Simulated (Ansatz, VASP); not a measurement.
# Two plane-wave programs on AlIn3As4

The input INCAR:

```
PREC = Accurate ; ENCUT = 600
EDIFF = 1E-7 ; ISMEAR = 0
SIGMA = 0.1 ; LREAL = False
LASPH = True ; NELM = 80
ALGO = Normal ; ISIF = 3
LWAVE = False ; LCHARG = False
GGA = PE ; IBRION = 2
NSW = 90 ; EDIFFG = -0.04
```

The input KPOINTS:

```
regular mesh
0
Gamma
  4 4 4
```

The input POSCAR:

```
AlIn3As4
1.0
    5.7248272000      0.0000000000      0.0000000000
    0.0000000000      5.7248272000      0.0000000000
    0.0000000000      0.0000000000      5.7248272000
Al In As
1 3 4
Direct
    0.5000000000      0.5000000000      0.5000000000
    0.0000000000      0.0000000000      0.5000000000
    0.0000000000      0.5000000000      0.0000000000
    0.5000000000      0.0000000000      0.0000000000
    0.2500000000      0.2500000000      0.2500000000
    0.2500000000      0.7500000000      0.7500000000
    0.7500000000      0.2500000000      0.7500000000
    0.7500000000      0.7500000000      0.2500000000
```

Input for Ansatz:

```yaml
crystal:
  lattice:
    - [5.7248272, 0.0, 0.0]
    - [0.0, 5.7248272, 0.0]
    - [0.0, 0.0, 5.7248272]
  atoms:
    - { symbol: Al, position: [0.5, 0.5, 0.5] }
    - { symbol: In, position: [0.0, 0.0, 0.5] }
    - { symbol: In, position: [0.0, 0.5, 0.0] }
    - { symbol: In, position: [0.5, 0.0, 0.0] }
    - { symbol: As, position: [0.25, 0.25, 0.25] }
    - { symbol: As, position: [0.25, 0.75, 0.75] }
    - { symbol: As, position: [0.75, 0.25, 0.75] }
    - { symbol: As, position: [0.75, 0.75, 0.25] }
basis:
  ecutwfc: 420
kpoints:
  mp_grid: { grid: [4, 4, 4] }
hamiltonian:
  xc: pbe
scf:
  occupations: { method: gaussian, width: 0.1 }
  lower_state_search: "off"
output:
  forces: true
  stress: true
  eigenvalues: true
relax:
  adjacent_minimum: "off"
  f_tol: 0.04
  max_steps: 70
  cell: { stress_tol: 0.4 }
```

Alike in both runs: task relaxation of cell and atoms; functional PBE; k mesh 4 × 4 × 4; occupations gaussian, width 0.1 eV; no spin polarisation.

|  | VASP | Ansatz |
| --- | --- | --- |
| version | VASP 6.6.1 | Ansatz 0.2.0 |
| potentials or method | VASP PAW PBE potentials, release 64 (Al, In_d, As), cutoff 600 eV | scalar-relativistic, plane waves, PAW |
| valence electrons in the cell | 62 | 102 |

```csv
,VASP,Ansatz,Ansatz less VASP
"gap on the k mesh at the Fermi level, each at its own relaxed structure (eV)",none,none,-
relaxed volume (Å³/atom),27.86,27.88,+0.019
relaxed cell length with the largest relative difference (Å),6.063,6.064,+0.0014
```

A gap of «none» marks a metal or a gap that the smearing closes. VASP's potentials hold 62 valence electrons a cell and Ansatz's 102, so a difference there can come from the potentials and not from the codes.

Noted on VASP's run: the volume moved by over 15 % at a fixed basis, so the end points are rough.
